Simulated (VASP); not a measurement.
# CoO: relaxation of cell and atoms with PBE+U

Crystal: CoO.

```
CELL_PARAMETERS angstrom
2.55800 0.00000 0.00000
0.00000 2.55800 0.00000
0.00000 0.00000 2.55800
ATOMIC_POSITIONS crystal
Co 0.00000 0.00000 0.00000
O 0.50000 0.50000 0.50000
```

```json
{"Program": "VASP 6.6.1", "Task": "relaxation of cell and atoms", "Functional": "PBE", "Potentials or basis": "VASP PAW PBE potentials, release 64 (Co, O)", "Cutoff": "600 eV", "k mesh": "8 × 8 × 8", "Occupations": "gaussian, width 0.1 eV", "Spin": "collinear spin, ferromagnetic start", "Starting moments": "[2.83, 0.35] μB", "Hubbard terms": "Co d U = 3.32 eV", "Dipole correction": "no", "Further INCAR settings": "ALGO = Normal; EDIFF = 1e-06; IBRION = 2; EDIFFG = -0.05; NSW = 100; ISIF = 3"}
```

| Item | Value |
| --- | --- |
| Relaxed volume | 9.22 Å³/atom |
| Relaxed cell | a = 2.642 Å, b = 2.642 Å, c = 2.642 Å, α = 90.00°, β = 90.00°, γ = 90.00° |
| Space group after relaxing (to 0.1 Å) | Pm-3m (No. 221) |
| Energy gained by relaxing | 52.0 meV/atom |
| Ionic steps | 3 |
| Pressure after relaxing | -0.1 GPa |
| Band gap on the k mesh | 1.17 eV (least direct gap 1.65 eV) |
| Net moment | 3.00 μB per cell |
| Site moments | Co +2.69; O +0.27 μB |
| Valence electrons inside the program's atomic spheres | Co 7.73; O 4.96 |

Step by step:
```tsv
step	energy change (eV)	largest force (eV/Å)	pressure (GPa)	volume (Å³)
1	0.0000	0.0000	21.36	16.74
2	-0.0669	0.0000	-9.60	19.59
3	-0.1040	0.0000	-0.06	18.43
```

Final structure:
```
Co O
1.0
     2.64162    0.00000    0.00000
     0.00000    2.64162    0.00000
     0.00000    0.00000    2.64162
Co O
1 1
Direct
  0.00000 0.00000 0.00000
  0.50000 0.50000 0.50000
```

Levels at points of the mesh, in eV from the valence-band top:
Spin up:
```tsv
k point	band 6	band 7	band 8	band 9	band 10	band 11	band 12	band 13
(0.00, 0.00, 0.00)	-4.16	-1.60	-1.60	-1.60	1.17	15.06	15.06	20.04
(0.50, 0.00, 0.00)	-4.10	-2.24	0.00	0.00	6.61	8.49	17.03	17.85
(0.50, 0.50, 0.00)	-4.58	-4.46	-2.51	-0.66	5.67	11.65	11.65	16.27
(0.50, 0.50, 0.50)	-2.48	-0.72	-0.72	-0.72	7.23	7.23	7.23	14.43
```
Spin down:
```tsv
k point	band 4	band 5	band 6	band 7	band 8	band 9
(0.00, 0.00, 0.00)	-1.09	-1.09	-1.09	1.88	2.52	2.52
(0.50, 0.00, 0.00)	-1.57	-1.57	-0.74	2.62	3.39	3.39
(0.50, 0.50, 0.00)	-3.11	-0.84	-0.14	1.51	1.81	1.81
(0.50, 0.50, 0.50)	-4.69	-0.81	-0.80	3.73	3.73	3.73
```

Eigenvalues of the final occupation matrices:
| site | spin | trace | eigenvalues |
| --- | --- | --- | --- |
| site 1 d | 1 | 4.90 | 0.96 0.96 0.99 0.99 0.99 |
| site 1 d | 2 | 2.23 | 0.11 0.11 0.11 0.95 0.95 |

Wall time 53 s on 1 thread of Intel Xeon 8259CL, on a shared host, peak memory 0.14 GiB.

Caveat: a cell with one magnetic atom can't hold antiferromagnetic order, which such compounds often take. The state reached can hang on the start; a lower one may exist.
